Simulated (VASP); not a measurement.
**CdTe: single point with r2SCAN**

Crystal: CdTe.

```xyz
2
Lattice="3.1419 3.1419 0.0000 -3.1419 3.1419 0.0000 0.0000 3.1419 3.1419" Properties=species:S:1:pos:R:3 pbc="T T T"
Cd    0.0000    0.0000    0.0000
Te    1.5709    4.7128    1.5709
```

* Program: VASP 6.6.1
* Task: single point
* Functional: r2SCAN
* Potentials or basis: VASP PAW PBE potentials, release 64 (Cd, Te)
* Cutoff: 520 eV
* k mesh: 6 × 6 × 6
* Occupations: gaussian, width 0.01 eV
* Spin: no spin polarisation
* Dipole correction: no
* Further INCAR settings: ALGO = Normal; EDIFF = 1e-07; NBANDS = 16

```yaml
Pressure: 7.1 GPa
Band_gap_on_the_k_mesh: 1.58 eV, direct
```

Levels at points of the mesh, in eV from the valence-band top:
```tsv
k point	band 6	band 7	band 8	band 9	band 10	band 11	band 12	band 13
(0.00, 0.00, 0.00)	-8.57	0.00	0.00	0.00	1.58	4.94	4.94	4.94
(0.50, 0.00, 0.00)	-8.11	-5.10	-0.95	-0.95	2.33	5.52	5.52	7.45
(0.50, 0.50, 0.00)	-7.92	-4.86	-2.27	-2.27	2.66	2.93	10.06	10.30
```

Wall time 71 s on 1 thread of Intel Xeon 6975P-C, on a shared host, peak memory 0.22 GiB.

Caveat: the PAW data sets were made with another functional, which shifts forces and pressure a little; spin-orbit coupling is left out, which moves the levels of the heavy elements. r2SCAN opens gaps a little over a GGA but as a rule still falls short of measured ones.
